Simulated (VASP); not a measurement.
# AlP (r.b) (F-43m) in VASP: further runs

Runs on AlP (r.b). Level: PBE+D4. Tasks: single point, relaxation of cell and atoms.

Program: VASP 6.6.1. These are calculated values, not measurements. Logs are shortened: lines on timing, memory, paths and dates and some standing lists are left out, and cuts for length are marked.

### Step 1. The cell of the first run

It takes space group F-43m (No. 216, cubic). The conventional cell has a = 5.470 Å, b = 5.470 Å, c = 5.470 Å, α = 90.00°, β = 90.00°, γ = 90.00°. Within 3.1 Å of Al (site symmetry -43m) lie 4 P at 2.37 Å. Within 3.1 Å of P (site symmetry -43m) lie 4 Al at 2.37 Å.

### Step 2. Single point, PBE+D4

Input file INCAR:

```
SYSTEM = AlP
ALGO = Normal ; EDIFF = 1E-6
ENCUT = 500 ; GGA = PE
GGA_COMPAT = .False. ; ISIF = 2
ISMEAR = 0 ; IVDW = 13
LASPH = .True. ; LCHARG = .False.
LREAL = .False. ; LWAVE = .False.
NBANDS = 11 ; NELM = 120
PREC = Accurate ; SIGMA = 0.1
```

Input file KPOINTS:

```
k-points
0
Gamma
  6 6 6
  0 0 0
```

Input file POSCAR:

```
AlP
1.0
    0.0000000000      2.7350000000      2.7350000000
    2.7350000000      0.0000000000      2.7350000000
    2.7350000000      2.7350000000      0.0000000000
Al P
1 1
Direct
    0.0000000000      0.0000000000      0.0000000000
    0.2500000000      0.2500000000      0.2500000000
```

Potentials or basis: VASP PAW PBE potentials, release 64 (Al, P).

Started as:

```console
> cat potpaw_PBE.64/Al/POTCAR potpaw_PBE.64/P/POTCAR > POTCAR
> mpirun -np 1 vasp_std > vasp.out
```

OUTCAR:

```text
SYSTEM = AlP
   EDIFF = 1E-6
   ENCUT = 500
   GGA = PE
   ISIF = 2
   ISMEAR = 0
   IVDW = 13
   LASPH = .True.
   LREAL = .False.
   NELM = 120
   PREC = Accurate

 ion  position               nearest neighbor table
   1  0.000  0.000  0.000-   2 2.37   2 2.37   2 2.37   2 2.37
   2  0.250  0.250  0.250-   1 2.37   1 2.37   1 2.37   1 2.37

  LATTYP: Found a face centered cubic cell.
 ALAT       =     5.4700000000

  Lattice vectors:

 A1 = (   0.0000000000,   2.7350000000,   2.7350000000)
 A2 = (   2.7350000000,   0.0000000000,   2.7350000000)
 A3 = (   2.7350000000,   2.7350000000,   0.0000000000)

Analysis of symmetry for initial positions (statically):
=====================================================================
 Subroutine PRICEL returns:
 Original cell was already a primitive cell.

 Routine SETGRP: Setting up the symmetry group for a
 face centered cubic supercell.

 Subroutine GETGRP returns: Found 24 space group operations
 (whereof 24 operations were pure point group operations)
 out of a pool of 48 trial point group operations.

The static configuration has the point symmetry T_d .

Analysis of symmetry for dynamics (positions and initial velocities):
=====================================================================
 Subroutine PRICEL returns:
 Original cell was already a primitive cell.

 Routine SETGRP: Setting up the symmetry group for a
 face centered cubic supercell.

 Subroutine GETGRP returns: Found 24 space group operations
 (whereof 24 operations were pure point group operations)
 out of a pool of 48 trial point group operations.

The dynamic configuration has the point symmetry T_d .

 Subroutine INISYM returns: Found 24 space group operations
 (whereof 24 operations are pure point group operations),
 and found     1 'primitive' translations

----------------------------------------------------------------------------------------

                                     Primitive cell

  volume of cell :      40.9168

  direct lattice vectors                    reciprocal lattice vectors
     0.000000000  2.735000000  2.735000000    -0.182815356  0.182815356  0.182815356
     2.735000000  0.000000000  2.735000000     0.182815356 -0.182815356  0.182815356
     2.735000000  2.735000000  0.000000000     0.182815356  0.182815356 -0.182815356

  length of vectors
     3.867874093  3.867874093  3.867874093     0.316645486  0.316645486  0.316645486

  position of ions in fractional coordinates (direct lattice)
     0.000000000  0.000000000  0.000000000
     0.250000000  0.250000000  0.250000000

  ion indices of the primitive-cell ions
   primitive index   ion index
                 1           1
                 2           2

----------------------------------------------------------------------------------------

 KPOINTS: k-points

Automatic generation of k-mesh.
 Grid dimensions read from file:
 generate k-points for:    6    6    6

 Generating k-lattice:

  Cartesian coordinates                     Fractional coordinates (reciprocal lattice)
    -0.030469226  0.030469226  0.030469226     0.166666667  0.000000000  0.000000000
     0.030469226 -0.030469226  0.030469226     0.000000000  0.166666667  0.000000000
     0.030469226  0.030469226 -0.030469226     0.000000000  0.000000000  0.166666667

  Length of vectors
     0.052774248  0.052774248  0.052774248

  Shift w.r.t. Gamma in fractional coordinates (k-lattice)
     0.000000000  0.000000000  0.000000000

 Subroutine IBZKPT returns following result:
 ===========================================

 Found     16 irreducible k-points:

 Following reciprocal coordinates:
            Coordinates               Weight
  0.000000  0.000000  0.000000      1.000000
  0.166667  0.000000  0.000000      8.000000
  0.333333  0.000000  0.000000      8.000000
  0.500000  0.000000  0.000000      4.000000
  0.166667  0.166667  0.000000      6.000000
  0.333333  0.166667  0.000000     24.000000
[... 8 lines left out ...]
 -0.333333  0.333333  0.166667     24.000000
 -0.333333  0.500000  0.166667     12.000000
   k-points           NKPTS =     16   k-points in BZ     NKDIM =     16   number of bands    NBANDS=     11
   number of dos      NEDOS =    301   number of ions     NIONS =      2
   total plane-waves  NPLWV =  21952
   dimension x,y,z NGX =    28 NGY =   28 NGZ =   28
   dimension x,y,z NGXF=    56 NGYF=   56 NGZF=   56
   ions per type =               1   1
   NGX,Y,Z   is equivalent  to a cutoff of  12.03, 12.03, 12.03 a.u.
   NGXF,Y,Z  is equivalent  to a cutoff of  24.07, 24.07, 24.07 a.u.
 SYSTEM =  AlP
   PREC   = accura    normal or accurate (medium, high low for compatibility)
   ISTART =      0    job   : 0-new  1-cont  2-samecut
   ICHARG =      2    charge: 1-file 2-atom 10-const
   ISPIN  =      1    spin polarized calculation?
   LNONCOLLINEAR =      F non collinear calculations
   LSORBIT =      F    spin-orbit coupling
   LASPH  =      T    aspherical Exc in radial PAW
   ENCUT  =  500.0 eV  36.75 Ry    6.06 a.u.   7.05  7.05  7.05*2*pi/ulx,y,z
   NELM   =    120;   NELMIN=  2; NELMDL= -5     # of ELM steps
   EDIFF  = 0.1E-05   stopping-criterion for ELM
   LREAL  =      F    real-space projection
   EDIFFG = 0.1E-04   stopping-criterion for IOM
   NSW    =      0    number of steps for IOM
   IBRION =     -1    ionic relax: 0-MD 1-quasi-New 2-CG
   NFREE  =      0    steps in history (QN), initial steepest desc. (CG)
   ISIF   =      2    stress and relaxation
   ISYM   =      2    0-nonsym 1-usesym 2-fastsym
   POTIM  = 0.5000    time-step for ionic-motion
   TEBEG  =    0.0;   TEEND  =   0.0 temperature during run
   PSTRESS=    0.0 pullay stress
   NELECT =       8.0000    total number of electrons
   NUPDOWN=      -1.0000    fix difference up-down
   EMIN   =  10.00;   EMAX   =-10.00  energy-range for DOS
   EFERMI =   0.00;   METHOD = LEGACY
   ISMEAR =     0;   SIGMA  =   0.10  broadening in eV -4-tet -1-fermi 0-gaus
   EFERMI_NEDOS =   21; number of points for ismear=-14 and -15
   IALGO  =     38    algorithm
   IMIX   =      4    mixing-type and parameters
     AMIX     =   0.40;   BMIX     =  1.00
     AMIX_MAG =   1.60;   BMIX_MAG =  1.00
  volume/ion in A,a.u.               =      20.46       138.06
  Fermi-wavevector in a.u.,A,eV,Ry     =   0.950176  1.795573 12.283814  0.902835
  Thomas-Fermi vector in A             =   2.078528
   LORBIT       =      0    0 simple, 1 ext, 2 COOP (PROOUT), +10 PAW based schemes
   GGA     = PE    functional components
   LHFCALC =     F    Hartree Fock is set to
   AEXX    =    0.0000 exact exchange contribution
   IVDW    =    13    specifies the selected vdW correction
   LEPSILON=     F    determine dielectric tensor
   LRPA    =     F    only Hartree local field effects (RPA)
 non-spin polarized calculation
 Gauss-broadening in eV      SIGMA  =   0.10
  energy-cutoff  :      500.00
  volume of cell :       40.92
 maximum number of plane-waves:      1056
   NGX = 15   NGY = 15   NGZ = 15

 number of electron       8.0000000 magnetization

 Free energy of the ion-electron system (eV)
  ---------------------------------------------------
  ext. energy  EPLUGINS =         0.00000000
  ---------------------------------------------------
  free energy    TOTEN  =       -10.36493793 eV

  energy without entropy =      -10.36493793  energy(sigma->0) =      -10.36493793

 E-fermi :   4.9462     XC(G=0):  -9.1856

 val. band max:        4.5347682234   @ k =   0.0000   0.0000   0.0000
 cond. band min:       6.1221130465   @ k =   0.5000   0.5000   0.0000
 fundamental gap:      1.5873448232
 Fermi energy:         4.9461881363

 k-point     1 :       0.0000    0.0000    0.0000
  band No.  band energies     occupation
      1      -6.9397      2.00000
      2       4.5348      2.00000
      3       4.5348      2.00000
      4       4.5348      2.00000
      5       7.7929      0.00000
      6       9.0857      0.00000
      7       9.0857      0.00000
      8       9.0857      0.00000
      9      13.3608      0.00000
     10      13.3608      0.00000
     11      14.7850      0.00000

 k-point     2 :       0.1667    0.0000    0.0000
  band No.  band energies     occupation
      1      -6.6385      2.00000
      2       2.6675      2.00000
      3       4.2934      2.00000
      4       4.2934      2.00000
      5       8.1349      0.00000
      6       9.5185      0.00000
      7       9.5185      0.00000
      8      10.1679      0.00000
      9      12.7234      0.00000
     10      12.7234      0.00000
     11      15.3698      0.00000

 k-point     3 :       0.3333    0.0000    0.0000
  band No.  band energies     occupation
      1      -5.8548      2.00000
      2       0.2137      2.00000
      3       3.9235      2.00000
      4       3.9235      2.00000
      5       7.5659      0.00000
      6       9.5754      0.00000
      7       9.5754      0.00000
      8      12.4403      0.00000
      9      13.6503      0.00000
     10      13.6503      0.00000
     11      14.8365      0.00000

 k-point     4 :       0.5000    0.0000    0.0000
  band No.  band energies     occupation
      1      -5.2735      2.00000
      2      -0.9701      2.00000
      3       3.7742      2.00000
      4       3.7742      2.00000
      5       7.3276      0.00000
      6       9.3500      0.00000
      7       9.3500      0.00000
      8      12.7926      0.00000
      9      16.0472      0.00000
     10      16.0472      0.00000
     11      16.3329      0.00000

 k-point     5 :       0.1667    0.1667    0.0000
  band No.  band energies     occupation
      1      -6.5368      2.00000
      2       2.8383      2.00000
      3       3.7935      2.00000
      4       3.7935      2.00000
      5       8.1198      0.00000
      6       9.1893      0.00000
      7      10.3817      0.00000
      8      10.3817      0.00000
      9      11.6444      0.00000
     10      13.8844      0.00000
     11      16.5778      0.00000
[... 99 lines left out ...]
 k-point    13 :       0.5000    0.5000    0.0000
  band No.  band energies     occupation
      1      -4.6154      2.00000
      2      -0.7562      2.00000
      3       2.4426      2.00000
      4       2.4426      2.00000
      5       6.1221      0.00000
      6       7.0016      0.00000
      7      15.5583      0.00000
      8      15.5583      0.00000
      9      16.5394      0.00000
     10      16.6004      0.00000
     11      16.6004      0.00000

 k-point    14 :       0.5000    0.3333    0.1667
  band No.  band energies     occupation
      1      -5.2345      2.00000
      2       0.1241      2.00000
      3       1.8762      2.00000
      4       2.9540      2.00000
      5       8.3880      0.00000
      6       9.3600      0.00000
      7      10.0234      0.00000
      8      12.7338      0.00000
      9      13.8616      0.00000
     10      15.9939      0.00000
     11      17.8784      0.00000

 k-point    15 :      -0.3333    0.3333    0.1667
  band No.  band energies     occupation
      1      -4.7788      2.00000
      2      -0.4391      2.00000
      3       1.4248      2.00000
      4       2.5654      2.00000
      5       8.5826      0.00000
      6       9.4952      0.00000
      7      11.4016      0.00000
      8      12.1777      0.00000
      9      13.3917      0.00000
     10      16.4403      0.00000
     11      17.4192      0.00000

 k-point    16 :      -0.3333    0.5000    0.1667
  band No.  band energies     occupation
      1      -4.5791      2.00000
      2      -0.4925      2.00000
      3       1.6446      2.00000
      4       1.8851      2.00000
      5       7.8529      0.00000
      6       8.8381      0.00000
      7      12.1690      0.00000
      8      12.5163      0.00000
      9      15.7461      0.00000
     10      16.4597      0.00000
     11      17.7724      0.00000

------------------------ aborting loop because EDIFF is reached ----------------------------------------

  DFT-D4 for vdW energy calculation

  Edisp (eV):   -0.64776

  FORCE on cell =-STRESS in cart. coord.  units (eV):
  Direction    XX          YY          ZZ          XY          YZ          ZX
  --------------------------------------------------------------------------------------
  -------------------------------------------------------------------------------------
  Total      -0.23499    -0.23499    -0.23499     0.00000     0.00000    -0.00000
  in kB      -9.20137    -9.20137    -9.20137     0.00000     0.00000    -0.00000
  external pressure =       -9.20 kB  Pullay stress =        0.00 kB

 VOLUME and BASIS-vectors are now :
 -----------------------------------------------------------------------------
  energy-cutoff  :      500.00
  volume of cell :       40.92
      direct lattice vectors                 reciprocal lattice vectors
     0.000000000  2.735000000  2.735000000    -0.182815356  0.182815356  0.182815356
     2.735000000  0.000000000  2.735000000     0.182815356 -0.182815356  0.182815356
     2.735000000  2.735000000  0.000000000     0.182815356  0.182815356 -0.182815356

 POSITION                                       TOTAL-FORCE (eV/Angst)
 -----------------------------------------------------------------------------------
      0.00000      0.00000      0.00000        -0.000000     -0.000000     -0.000000
      1.36750      1.36750      1.36750         0.000000      0.000000      0.000000
 -----------------------------------------------------------------------------------
    total drift:                               -0.000000     -0.000000      0.000000

  FREE ENERGIE OF THE ION-ELECTRON SYSTEM (eV)
  ---------------------------------------------------
  free  energy   TOTEN  =       -11.0127019167 eV

  energy  without entropy=      -11.0127019166  energy(sigma->0) =      -11.01270192
```

Run time: 11 s. Hardware: 1 thread of AMD EPYC 7R13, shared host; peak memory 0.12 GiB.

Results:

| Quantity | Value |
| --- | --- |
| Free energy | -11.0127 eV |
| Pressure | -0.9 GPa |
| Band gap on the k mesh | 1.59 eV, indirect (least direct gap 3.26 eV) |
| Dispersion energy per atom | -0.324 eV |

Levels at points of the mesh, in eV from the valence-band top:
| k point | band 1 | band 2 | band 3 | band 4 | band 5 | band 6 | band 7 | band 8 |
| --- | --- | --- | --- | --- | --- | --- | --- | --- |
| (0.00, 0.00, 0.00) | -11.47 | 0.00 | 0.00 | 0.00 | 3.26 | 4.55 | 4.55 | 4.55 |
| (0.50, 0.00, 0.00) | -9.81 | -5.50 | -0.76 | -0.76 | 2.79 | 4.82 | 4.82 | 8.26 |
| (0.50, 0.50, 0.00) | -9.15 | -5.29 | -2.09 | -2.09 | 1.59 | 2.47 | 11.02 | 11.02 |

### Step 3. Single point, PBE+D4

This run uses another cell than the first one, of 20.25 Å³/atom, 0.990 times its volume.

Input file INCAR:

```
PREC = Accurate
ENCUT = 500
EDIFF = 1E-6
ISMEAR = 0
SIGMA = 0.02
LREAL = F
LASPH = T
NELM = 120
ALGO = Normal
ISIF = 2
LWAVE = F
LCHARG = F
GGA = PE
IVDW = 13
NBANDS = 11
GGA_COMPAT = F
```

Input file KPOINTS:

```
Automatic mesh
0
Gamma
  8 8 8
```

Input file POSCAR:

```
AlP
1.0
    0.0000000000      2.7257948927      2.7257948927
    2.7257948927      0.0000000000      2.7257948927
    2.7257948927      2.7257948927      0.0000000000
Al P
1 1
Direct
    0.0000000000      0.0000000000      0.0000000000
    0.2500000000      0.2500000000      0.2500000000
```

Potentials or basis: VASP PAW PBE potentials, release 64 (Al, P).

Started as:

```console
> cat potpaw_PBE.64/Al/POTCAR potpaw_PBE.64/P/POTCAR > POTCAR
> mpirun -np 1 vasp_std > vasp.out
```

Wall time 20 s (1 thread of AMD EPYC 7R13, shared host); peak memory 0.12 GiB.

Results (log left out):

```
Free energy                : -11.0216 eV
Pressure                   : -0.1 GPa
Band gap on the k mesh     : 1.57 eV, indirect (least direct gap 3.35 eV)
Dispersion energy per atom : -0.327 eV
```

Levels at points of the mesh, in eV from the valence-band top:
```tsv
k point	band 1	band 2	band 3	band 4	band 5	band 6	band 7	band 8
(0.00, 0.00, 0.00)	-11.53	0.00	0.00	0.00	3.35	4.57	4.57	4.57
(0.50, 0.00, 0.00)	-9.84	-5.55	-0.77	-0.77	2.83	4.82	4.82	8.29
(0.50, 0.50, 0.00)	-9.17	-5.32	-2.11	-2.11	1.57	2.47	11.11	11.11
```

A k mesh can miss the band edges.

### Step 4. Relaxation of cell and atoms, PBE+D4

Input file INCAR:

```
SYSTEM = AlP
PREC = Accurate
ENCUT = 500
EDIFF = 1E-7
ISMEAR = 0
SIGMA = 0.02
LREAL = .FALSE.
LASPH = .TRUE.
NELM = 120
ALGO = Normal
ISIF = 3
LWAVE = .FALSE.
LCHARG = .FALSE.
GGA = PE
IVDW = 13
IBRION = 2
NSW = 100
EDIFFG = -0.002
GGA_COMPAT = .FALSE.
NELMIN = 4
```

Input file KPOINTS:

```
Automatic mesh
0
G
  8 8 8
  0 0 0
```

Input file POSCAR:

```
AlP
1.0
    0.0000000000      2.7350000000      2.7350000000
    2.7350000000      0.0000000000      2.7350000000
    2.7350000000      2.7350000000      0.0000000000
Al P
1 1
Direct
    0.0000000000      0.0000000000      0.0000000000
    0.2500000000      0.2500000000      0.2500000000
```

Started as:

```console
> cat potpaw_PBE.64/Al/POTCAR potpaw_PBE.64/P/POTCAR > POTCAR
> mpirun -np 1 vasp_std > vasp.out
```

It took 41 s on 1 thread of AMD EPYC 7R13, shared host; peak memory 0.12 GiB.

It converged, with:

* Free energy: -11.0217 eV
* Relaxed volume: 20.23 Å³/atom
* Relaxed cell: a = 3.854 Å, b = 3.854 Å, c = 3.854 Å, α = 60.00°, β = 60.00°, γ = 60.00°
* Space group after relaxing (to 0.05 Å): F-43m (No. 216)
* Energy gained by relaxing: 0.7 meV/atom
* Ionic steps: 3
* Pressure after relaxing: 0.0 GPa
* Band gap on the k mesh: 1.57 eV, indirect (least direct gap 3.35 eV)
* Dispersion energy per atom: -0.328 eV

Step by step:
```csv
step,energy change (eV),largest force (eV/Å),pressure (GPa),volume (Å³)
1,0.0000,0.0000,-0.96,40.92
2,-0.0008,0.0000,0.62,40.20
3,-0.0014,0.0000,0.01,40.47
```

Final structure:
```
Al P
1.0
     0.00000    2.72493    2.72493
     2.72493    0.00000    2.72493
     2.72493    2.72493    0.00000
Al P
1 1
Cartesian
  0.0000 0.0000 0.0000
  1.3625 1.3625 1.3625
```

Levels at points of the mesh, in eV from the valence-band top:
```csv
k point,band 1,band 2,band 3,band 4,band 5,band 6,band 7,band 8
"(0.00, 0.00, 0.00)",-11.54,0.00,0.00,0.00,3.35,4.57,4.57,4.57
"(0.50, 0.00, 0.00)",-9.84,-5.55,-0.77,-0.77,2.84,4.82,4.82,8.29
"(0.50, 0.50, 0.00)",-9.18,-5.33,-2.11,-2.11,1.57,2.47,11.12,11.12
```

### Step 5. The runs side by side

```tsv
task	cell	k mesh	smearing	gap on the mesh (eV)	pressure (GPa)
single point	a = 3.868 Å, angles 60.0°, 2 atoms	6 × 6 × 6	gaussian 0.1 eV	1.59	-0.9
single point	a = 3.855 Å, angles 60.0°, 2 atoms	8 × 8 × 8	gaussian 0.02 eV	1.57	-0.1
relaxation of cell and atoms	relaxed from a = 3.868 Å, angles 60.0°, 2 atoms	8 × 8 × 8	gaussian 0.02 eV	1.57	0.0
```

Alike in all rows: level PBE+D4; potentials or basis VASP PAW PBE potentials, release 64 (Al, P); no spin polarisation; cutoff (eV) 500.

Absolute energies hang on the potentials; compare differences alone.
